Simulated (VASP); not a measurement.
C, 1 atom in the cell. Symmetry: P6/mmm, No. 191, hexagonal system. The conventional cell has a = 1.864 Å, b = 1.864 Å, c = 1.527 Å, α = 90.00°, β = 90.00°, γ = 120.00°. C (site symmetry 6/mmm) has 8 C at 1.53 to 1.86 Å within 2.0 Å. 

- Program: VASP 6.6.1
- Task: relaxation of cell and atoms
- Functional: PBE
- Potentials or basis: VASP PAW PBE potentials, release 64 (C)
- Cutoff: 600 eV
- k mesh: 24 × 24 × 22
- Occupations: fermi-dirac, width 0.1 eV
- Spin: no spin polarisation
- Target pressure: 96 GPa
- Dipole correction: no
- Further INCAR settings: ALGO = Normal; EDIFF = 1e-06; IBRION = 2; EDIFFG = -0.005; NSW = 32; ISIF = 3

Potentials or basis: VASP PAW PBE potentials, release 64 (C).

Run with:

```console
$ cat potpaw_PBE.64/C/POTCAR > POTCAR
$ mpirun -np 1 vasp_std > vasp.out
```

Hardware: 1 thread of Intel Xeon 8259CL (shared host).

**Question.** How long does it take, and how much memory?

**Answer.** It took 38 s on 1 thread of Intel Xeon 8259CL, with other jobs on the host, peak memory 0.13 GiB. Counts: scf iterations 17, k points 732, ion steps 3.
